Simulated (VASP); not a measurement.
# Be16HS16 (a cell with a defect) in VASP: further runs

Runs on Be16HS16 (a cell with a defect). Level: PBEsol. Tasks: single point.

Program: VASP 6.6.1. These are calculated values, not measurements. Logs are shortened: lines on timing, memory, paths and dates and some standing lists are left out, and cuts for length are marked.

## (1) The cell of the first run

The cell holds a defect, 33 atoms: a = 8.379 Å, b = 8.379 Å, c = 8.379 Å, α = 109.47°, β = 109.47°, γ = 109.47°.

## (2) Single point, PBEsol

File INCAR:

```
  PREC = Accurate
  ENCUT = 520
  EDIFF = 1E-6
  ISMEAR = 0
  SIGMA = 0.02
  LREAL = Auto
  LASPH = T
  NELM = 60
  ALGO = Normal
  ISIF = 2
  LWAVE = F
  LCHARG = T
  GGA = PS
  LELF = T
  LVHAR = T
  NBANDS = 86
  NELECT = 128.0
```

File KPOINTS:

```
Automatic mesh
0
Gamma
  2 2 2
  0.5 0.5 0.5
```

File POSCAR:

```
Be16HS16
1.0
   -4.8377076239     -4.8377076239      4.8377076239
    4.8377076239     -4.8377076239     -4.8377076239
    4.8377076239      4.8377076239      4.8377076239
Be S H
16 16 1
Direct
    0.0010243488      0.7513618603      0.2519518736
    0.7478762218      0.7442407189      0.4947379391
    0.2489296778      0.5009279577      0.2468971035
    0.0018563544      0.5000980192      0.5001020500
    0.7478777721      0.4947346318      0.7442461967
    0.4952857192      0.7377780506      0.7377882827
    0.2526857956      0.7462111770     -0.0009517938
    0.7451577855      1.0007519835      0.2629747597
    0.5048123388      0.2504437213      0.2504496125
    0.2489281275      0.2468905922      0.5009316785
    0.0010250723      0.2519498066      0.7513648576
    0.7451722552      0.2629680417      0.0007604842
    0.4990748073      0.5013914003     -0.0012534863
    0.4990741871     -0.0012586540      0.5014015291
    0.2526879661     -0.0009565481      0.7462168615
    0.0577049135     -0.0088484058     -0.0088518165
    0.2548305098      0.7511363403      0.7511418181
   -0.0003031394      0.7420183854     -0.0028983769
    0.5007067786      0.4972827395      0.7479570452
    0.2502313273      0.4986412341     -0.0011134406
    0.0004739848      0.5010148790      0.2502959240
    0.7496342859      0.7497105617      0.2479531822
    0.5007083289      0.7479526010      0.4972928682
   -0.0003028294     -0.0029010641      0.7420172485
    0.7496363530      0.2479501849      0.7497160395
    0.4954005464      0.2519068110     -0.0011897164
    0.2511261727      0.2500910750      0.2500952091
    0.0004705741      0.2502898261      0.5010157059
    0.7514669721      0.4986142586      0.4986184961
    0.7272336969      0.0078840027      0.0078922711
    0.4953936216     -0.0011958143      0.2519161129
    0.2502300871     -0.0011185050      0.4986465052
   -0.0728944425      0.0834430336      0.0835095941
```

Potentials or basis: VASP PAW PBE potentials, release 64 (Be, S, H).

The run is started by

```bash
> cat potpaw_PBE.64/Be/POTCAR potpaw_PBE.64/S/POTCAR potpaw_PBE.64/H/POTCAR > POTCAR
> mpirun -np 1 vasp_std > vasp.out
```

OUTCAR:

```text
PREC = Accurate
   ENCUT = 520
   EDIFF = 1E-6
   ISMEAR = 0
   LREAL = Auto
   LASPH = T
   NELM = 60
   ISIF = 2
   GGA = PS
   NELECT = 128.0

 ion  position               nearest neighbor table
   1  0.001  0.751  0.252-  32 2.08  22 2.09  21 2.09  18 2.11
   2  0.748  0.744  0.495-  29 2.08  22 2.09  23 2.09  24 2.10
   3  0.249  0.501  0.247-  20 2.08  21 2.09  23 2.09  27 2.12
   4  0.002  0.500  0.500-  29 2.09  28 2.09  21 2.09  17 2.11
   5  0.748  0.495  0.744-  29 2.08  25 2.09  19 2.09  18 2.10
   6  0.495  0.738  0.738-  19 2.06  23 2.06  17 2.09  30 2.18
   7  0.253  0.746  0.999-  20 2.07  31 2.09  17 2.10  18 2.10
   8  0.745  0.001  0.263-  31 2.06  28 2.08  22 2.08  30 2.11
   9  0.505  0.250  0.250-  29 2.08  31 2.09  26 2.09  27 2.12
  10  0.249  0.247  0.501-  32 2.08  28 2.09  19 2.09  27 2.12
  11  0.001  0.252  0.751-  20 2.08  25 2.09  28 2.09  24 2.11
  12  0.745  0.263  0.001-  26 2.06  21 2.08  25 2.08  30 2.11
  13  0.499  0.501  0.999-  20 2.08  26 2.08  22 2.09  19 2.09
  14  0.499  0.999  0.501-  32 2.08  31 2.08  25 2.09  23 2.09
  15  0.253  0.999  0.746-  32 2.07  26 2.09  17 2.10  24 2.10
  16  0.058  0.991  0.991-  24 2.00  18 2.00  27 2.05
  17  0.255  0.751  0.751-   6 2.09  15 2.10   7 2.10   4 2.11
  18  1.000  0.742  0.997-  16 2.00   5 2.10   7 2.10   1 2.11
  19  0.501  0.497  0.748-   6 2.06   5 2.09  10 2.09  13 2.09
  20  0.250  0.499  0.999-   7 2.07   3 2.08  11 2.08  13 2.08
  21  0.000  0.501  0.250-  12 2.08   1 2.09   3 2.09   4 2.09
  22  0.750  0.750  0.248-   8 2.08   2 2.09  13 2.09   1 2.09
[... 8 lines left out ...]
  31  0.495  0.999  0.252-   8 2.06  14 2.08   9 2.09   7 2.09
  32  0.250  0.999  0.499-  15 2.07  10 2.08   1 2.08  14 2.08
  33  0.927  0.083  0.084-  30 1.39

  LATTYP: Found a body centered cubic cell.
 ALAT       =     9.6754152478

  Lattice vectors:

 A1 = (  -4.8377076239,  -4.8377076239,   4.8377076239)
 A2 = (   4.8377076239,  -4.8377076239,  -4.8377076239)
 A3 = (   4.8377076239,   4.8377076239,   4.8377076239)

Analysis of symmetry for initial positions (statically):
=====================================================================
 Subroutine PRICEL returns:
 Original cell was already a primitive cell.

 Routine SETGRP: Setting up the symmetry group for a
 body centered cubic supercell.

 Subroutine GETGRP returns: Found  1 space group operations
 (whereof  1 operations were pure point group operations)
 out of a pool of 48 trial point group operations.

The static configuration has the point symmetry C_1 .

Analysis of symmetry for dynamics (positions and initial velocities):
=====================================================================
 Subroutine PRICEL returns:
 Original cell was already a primitive cell.

 Routine SETGRP: Setting up the symmetry group for a
 body centered cubic supercell.

 Subroutine GETGRP returns: Found  1 space group operations
 (whereof  1 operations were pure point group operations)
 out of a pool of 48 trial point group operations.

The dynamic configuration has the point symmetry C_1 .

 Subroutine INISYM returns: Found  1 space group operations
 (whereof  1 operations are pure point group operations),
 and found     1 'primitive' translations

----------------------------------------------------------------------------------------

                                     Primitive cell

  volume of cell :     452.8755

  direct lattice vectors                    reciprocal lattice vectors
    -4.837707624 -4.837707624  4.837707624     0.000000000 -0.103354737  0.103354737
     4.837707624 -4.837707624 -4.837707624     0.103354737 -0.103354737  0.000000000
     4.837707624  4.837707624  4.837707624     0.103354737  0.000000000  0.103354737

  length of vectors
     8.379155397  8.379155397  8.379155397     0.146165671  0.146165671  0.146165671

  position of ions in fractional coordinates (direct lattice)
     0.001024349  0.751361860  0.251951874
     0.747876222  0.744240719  0.494737939
     0.248929678  0.500927958  0.246897103
[... 50 lines left out ...]
 Gauss-broadening in eV      SIGMA  =   0.02
  energy-cutoff  :      520.00
  volume of cell :      452.88
 maximum number of plane-waves:     12232
 NGX is ok and might be reduce to    64
   NGX = 31   NGY = 31   NGZ = 31

 number of electron     127.9999990 magnetization

 Free energy of the ion-electron system (eV)
  ---------------------------------------------------
  ext. energy  EPLUGINS =         0.00000000
  ---------------------------------------------------
  free energy    TOTEN  =      -176.37549304 eV

  energy without entropy =     -176.37549304  energy(sigma->0) =     -176.37549304

 E-fermi :   3.8122     XC(G=0):  -9.9232

 val. band max:        3.6928607256   @ k =   0.2500   0.2500   0.2500
 cond. band min:       7.2368984458   @ k =  -0.2500   0.2500   0.2500
 fundamental gap:      3.5440377202
 Fermi energy:         3.8121822997

 k-point     1 :       0.2500    0.2500    0.2500
  band No.  band energies     occupation
      1      -9.5712      2.00000
      2      -8.8871      2.00000
      3      -8.8071      2.00000
      4      -8.8068      2.00000
      5      -8.2372      2.00000
      6      -7.8120      2.00000
[... 68 lines left out ...]
     75       9.0122      0.00000
     76       9.0538      0.00000

 k-point     2 :      -0.2500    0.2500    0.2500
  band No.  band energies     occupation
      1      -9.6422      2.00000
      2      -8.9686      2.00000
      3      -8.5209      2.00000
      4      -8.4309      2.00000
      5      -8.3734      2.00000
      6      -8.1158      2.00000
[... 68 lines left out ...]
     75       9.8641      0.00000
     76       9.9369      0.00000

 k-point     3 :       0.2500   -0.2500    0.2500
  band No.  band energies     occupation
      1      -9.6377      2.00000
      2      -8.9930      2.00000
      3      -8.4906      2.00000
      4      -8.4378      2.00000
      5      -8.3678      2.00000
      6      -8.1150      2.00000
[... 68 lines left out ...]
     75       9.8692      0.00000
     76       9.9980      0.00000

 k-point     4 :       0.2500    0.2500   -0.2500
  band No.  band energies     occupation
      1      -9.6377      2.00000
      2      -8.9930      2.00000
      3      -8.4906      2.00000
      4      -8.4378      2.00000
      5      -8.3678      2.00000
      6      -8.1150      2.00000
[... 68 lines left out ...]
     75       9.8692      0.00000
     76       9.9980      0.00000
 [bands above 76 left out]

------------------------ aborting loop because EDIFF is reached ----------------------------------------

  FORCE on cell =-STRESS in cart. coord.  units (eV):
  Direction    XX          YY          ZZ          XY          YZ          ZX
  --------------------------------------------------------------------------------------
  -------------------------------------------------------------------------------------
  Total       -3.6539938     -5.6916707     -5.6929604      1.4888729      0.3979940     -1.4879645
  in kB      -12.9270534    -20.1359211    -20.1404838      5.2673159      1.4080180     -5.2641022
  external PRESSURE =     -17.7344861 kB  Pullay stress =       0.0000000 kB

 VOLUME and BASIS-vectors are now :
 -----------------------------------------------------------------------------
  energy-cutoff  :      520.00
  volume of cell :      452.88
      direct lattice vectors                 reciprocal lattice vectors
    -4.837707624 -4.837707624  4.837707624     0.000000000 -0.103354737  0.103354737
     4.837707624 -4.837707624 -4.837707624     0.103354737 -0.103354737  0.000000000
     4.837707624  4.837707624  4.837707624     0.103354737  0.000000000  0.103354737

 POSITION                                       TOTAL-FORCE (eV/Angst)
 -----------------------------------------------------------------------------------
      4.84878     -2.42096     -2.41104         0.000449      0.000513      0.002374
      2.37581     -4.82503      2.41098         0.000374      0.001171      0.000904
      2.41351     -2.43318     -0.02468        -0.001793      0.002068      0.001049
      4.82970     -0.00896      0.00900         0.002466     -0.003201      0.003162
      2.37581     -2.41095      4.82508         0.000376     -0.000891     -0.001192
      4.74231     -2.39600      2.39610         0.003419     -0.000971      0.000893
[... 25 lines left out ...]
      6.03406     -3.63053     -1.20945        -0.003291     -0.002151      0.000967
     -3.67740     -4.48474      4.48539        -0.048107      0.078896     -0.079216
 -----------------------------------------------------------------------------------
    total drift:                               -0.011538     -0.006934      0.007041

  FREE ENERGIE OF THE ION-ELECTRON SYSTEM (eV)
  ---------------------------------------------------
  free  energy   TOTEN  =      -176.3754930369 eV

  energy  without entropy=     -176.3754930369  energy(sigma->0) =     -176.37549304
```

It took 8.3 min on 1 thread of AMD EPYC 9755, shared host; peak memory 0.55 GiB.

What came out:

* Free energy: -176.3755 eV
* Largest force: 0.122 eV/Å

Forces on the atoms (eV/Å):
```
Be   0.000  0.001  0.002
Be   0.000  0.001  0.001
Be  -0.002  0.002  0.001
Be   0.002 -0.003  0.003
Be   0.000 -0.001 -0.001
Be   0.003 -0.001  0.001
Be   0.001  0.000  0.001
Be   0.011  0.008  0.002
Be   0.009 -0.001  0.001
Be  -0.002 -0.001 -0.002
Be   0.000 -0.002 -0.001
Be   0.011 -0.002 -0.008
Be   0.005 -0.005  0.000
Be   0.005  0.000  0.005
Be   0.001 -0.001  0.000
Be  -0.031 -0.053  0.054
S    0.001  0.001 -0.001
S    0.001  0.003  0.002
S    0.002 -0.001  0.003
S   -0.003 -0.001  0.002
S    0.000 -0.002  0.002
S    0.000 -0.004 -0.002
S    0.002 -0.003  0.001
S    0.001 -0.002 -0.003
S    0.000  0.002  0.004
S    0.011  0.001 -0.008
S    0.002 -0.006  0.007
S    0.000 -0.002  0.002
S    0.002 -0.007  0.007
S    0.006 -0.004  0.004
S    0.011  0.008 -0.001
S   -0.003 -0.002  0.001
H   -0.048  0.079 -0.079
```

Caveat: the cell carries a net charge on a neutralising background, which shifts energy and pressure; the cell is charged against a uniform background, so pressure and absolute levels hang on convention; the PAW data sets were made with another functional, which shifts forces and pressure a little.

## (3) Single point, PBEsol

File INCAR:

```
PREC = Accurate ; ENCUT = 520
EDIFF = 1E-6 ; ISMEAR = 0
SIGMA = 0.02 ; LREAL = Auto
LASPH = True ; NELM = 80
ALGO = Normal ; ISIF = 2
LWAVE = False ; LCHARG = True
GGA = PS ; LELF = True
LVHAR = True ; NBANDS = 86
NELECT = 128.0
```

KPOINTS is that of step 2.

File POSCAR:

```
Be16HS16
1.0
   -4.8377076239     -4.8377076239      4.8377076239
    4.8377076239     -4.8377076239     -4.8377076239
    4.8377076239      4.8377076239      4.8377076239
Be S H
16 16 1
Direct
    0.0006413161      0.7510632685      0.2508121810
    0.7481606541      0.7444542498      0.4944146455
    0.2491748352      0.5018295211      0.2474396125
    0.0013059905      0.4998631972      0.4998660911
    0.7481614809      0.4944119583      0.7444575572
    0.4938052660      0.7350050430      0.7350096939
    0.2523534068      0.7463718936     -0.0017646788
    0.7479693444      1.0001541797      0.2610518448
    0.5038524833      0.2474250395      0.2474285536
    0.2491747319      0.2474363052      0.5018329318
    0.0006411094      0.2508097004      0.7510659557
    0.7479719283      0.2610487442      0.0001583395
    0.4992842040      0.4998502779     -0.0011208821
    0.4992844107     -0.0011240861      0.4998543087
    0.2523544403     -0.0017676761      0.7463753043
    0.0277604623     -0.0142100361     -0.0142094160
    0.2561657496      0.7511521536      0.7511556676
   -0.0005775463      0.7419969909     -0.0035794846
    0.5011008702      0.4971308080      0.7483862774
    0.2501795466      0.4981570172     -0.0012552433
    0.0007497353      0.5016556784      0.2504656325
    0.7496343892      0.7487889475      0.2475174386
    0.5011011802      0.7483834869      0.4971353556
   -0.0005772362     -0.0035821718      0.7419983346
    0.7496345960      0.2475148548      0.7487923582
    0.4972007792      0.2497122798     -0.0022074505
    0.2488977412      0.2488840983      0.2488868889
    0.0007493218      0.2504625319      0.5016581589
    0.7495802314      0.4973102318      0.4973131258
    0.7461069954      0.0103290657      0.0103320630
    0.4971998490     -0.0022108612      0.2497160006
    0.2501796500     -0.0012582406      0.4981603245
   -0.0426133648      0.1161094352      0.1161243183
```

Potentials or basis: VASP PAW PBE potentials, release 64 (Be, S, H).

The run is started by

```bash
> cat potpaw_PBE.64/Be/POTCAR potpaw_PBE.64/S/POTCAR potpaw_PBE.64/H/POTCAR > POTCAR
> mpirun -np 1 vasp_std > vasp.out
```

It took 6.2 min on 1 thread of AMD EPYC 9755, shared host; peak memory 0.55 GiB.

Results (log left out):

```yaml
Free_energy: -176.2908 eV
Largest_force: 0.261 eV/Å
```

Forces on the atoms (eV/Å):
```
Be  -0.001 -0.002  0.008
Be  -0.004  0.001  0.008
Be  -0.026  0.015  0.014
Be   0.000 -0.008  0.008
Be  -0.004 -0.008 -0.001
Be  -0.035  0.014 -0.015
Be   0.004 -0.001  0.008
Be   0.029  0.020  0.009
Be   0.035  0.007 -0.007
Be  -0.026 -0.014 -0.015
Be  -0.001 -0.008  0.002
Be   0.029 -0.009 -0.020
Be   0.007 -0.005 -0.002
Be   0.007  0.002  0.005
Be   0.004 -0.008  0.001
Be  -0.023 -0.112  0.112
S    0.003 -0.011  0.011
S    0.003 -0.001  0.000
S   -0.003 -0.002  0.010
S   -0.006 -0.005  0.004
S    0.000 -0.006  0.009
S   -0.004 -0.003 -0.003
S   -0.003 -0.010  0.002
S    0.003  0.000  0.001
S   -0.004  0.003  0.003
S    0.017  0.001 -0.011
S   -0.042 -0.031  0.031
S    0.000 -0.009  0.006
S   -0.001 -0.022  0.022
S    0.053  0.018 -0.018
S    0.017  0.011 -0.001
S   -0.006 -0.004  0.005
H   -0.020  0.184 -0.184
```

Levels at points of the mesh, in eV from the Fermi level:
```
           k point  band 62  band 63  band 64  band 65  band 66  band 67
(0.25, 0.25, 0.25)    -0.12    -0.12    -0.11     3.73     4.46     4.87
```

Caveat: the cell carries a net charge on a neutralising background, which shifts energy and pressure; the cell is charged against a uniform background, so pressure and absolute levels hang on convention; the PAW data sets were made with another functional, which shifts forces and pressure a little.

## (4) Single point, PBEsol

File INCAR:

```
  ALGO = Normal
  EDIFF = 1E-6
  ENCUT = 520
  GGA = PS
  ISIF = 2
  ISMEAR = 0
  LASPH = True
  LCHARG = True
  LELF = True
  LREAL = Auto
  LVHAR = True
  LWAVE = False
  NBANDS = 86
  NELECT = 128.0
  NELM = 100
  PREC = Accurate
  SIGMA = 0.02
```

KPOINTS is that of step 3.

File POSCAR:

```
Be16HS16
1.0
   -4.8377076239     -4.8377076239      4.8377076239
    4.8377076239     -4.8377076239     -4.8377076239
    4.8377076239      4.8377076239      4.8377076239
Be S H
16 16 1
Direct
   -0.0006411094      0.7504248463      0.2501685910
    0.7476466709      0.7458819922      0.4940184868
    0.2520307333      0.5130825781      0.2521848352
   -0.0013059905      0.4985602040      0.4985573101
    0.7476455340      0.4940208640      0.7458778580
    0.4961475944      0.7435761480      0.7435726339
    0.2518394237      0.7462540692     -0.0037064042
    0.7508252425      0.9982648551      0.2526546859
    0.5061948118      0.2412044279      0.2411997770
    0.2520281494      0.2521864889      0.5130768936
   -0.0006413161      0.2501708648      0.7504219523
    0.7508252425      0.2526581999     -0.0017385300
    0.5007157704      0.4995947849      0.0005659705
    0.5007156671      0.0005698980      0.4995915810
    0.2518385969     -0.0037039237      0.7462505552
   -0.0277605656     -0.0419698783     -0.0419706017
    0.2504197430      0.7477328688      0.7477300782
    0.0005773396      0.7425755708     -0.0030048323
    0.5027991952      0.5005917447      0.7525115784
    0.2503655851      0.4978830238     -0.0008454418
   -0.0007493218      0.5009088371      0.2497132100
    0.7498204278      0.7485651845      0.2479774706
    0.5028001254      0.7525160227      0.5005892642
    0.0005775463     -0.0030019383      0.7425745372
    0.7498203244      0.2479806746      0.7485620838
    0.4988991042      0.2472855106     -0.0039700622
    0.2538929790      0.2642250420      0.2642221480
   -0.0007497353      0.2497158973      0.5009059431
    0.7438342248      0.4949899180      0.4949865073
    0.7511022332     -0.0000107489     -0.0000136428
    0.4988986908     -0.0039659280      0.2472822033
    0.2503653784     -0.0008422378      0.4978802332
    0.0426134682      0.1587377865      0.1587228001
```

The run is started by

```bash
> cat potpaw_PBE.64/Be/POTCAR potpaw_PBE.64/S/POTCAR potpaw_PBE.64/H/POTCAR > POTCAR
> mpirun -np 1 vasp_std > vasp.out
```

It took 5.3 min on 1 thread of AMD EPYC 9755, shared host; peak memory 0.55 GiB.

The run converged. Its results:

```yaml
Free_energy: -176.2908 eV
Largest_force: 0.261 eV/Å
```

Forces in eV/Å, atoms in the order of the input:
```
Be  -0.001  0.008 -0.002
Be   0.004  0.001 -0.008
Be   0.029 -0.020 -0.009
Be   0.000  0.008 -0.008
Be   0.004  0.008 -0.001
Be   0.035 -0.007  0.007
Be  -0.004 -0.001 -0.008
Be  -0.026 -0.015 -0.014
Be  -0.035 -0.014  0.015
Be   0.029  0.009  0.020
Be  -0.001  0.002 -0.008
Be  -0.026  0.014  0.015
Be   0.007  0.005  0.002
Be   0.007 -0.002 -0.005
Be  -0.004  0.008  0.001
Be  -0.023  0.112 -0.112
S   -0.001  0.022 -0.022
S    0.003  0.000 -0.001
S    0.017 -0.001  0.011
S   -0.004  0.003  0.003
S    0.000  0.009 -0.006
S   -0.006  0.005 -0.004
S    0.017 -0.011  0.001
S    0.003  0.001  0.000
S   -0.006  0.004 -0.005
S   -0.003  0.002 -0.010
S    0.053 -0.018  0.018
S    0.000  0.006 -0.009
S    0.003  0.011 -0.011
S   -0.042  0.031 -0.031
S   -0.003  0.010 -0.002
S   -0.004 -0.003 -0.003
H   -0.020 -0.184  0.184
```

Levels at points of the mesh, in eV from the Fermi level:
```csv
k point,band 61,band 62,band 63,band 64,band 65,band 66,band 67,band 68
"(0.25, 0.25, 0.25)",-0.16,-0.15,-0.15,-0.14,3.70,4.43,4.84,4.96
```

Caveat: the cell carries a net charge on a neutralising background, which shifts energy and pressure; the cell is charged against a uniform background, so pressure and absolute levels hang on convention; the PAW data sets were made with another functional, which shifts forces and pressure a little.
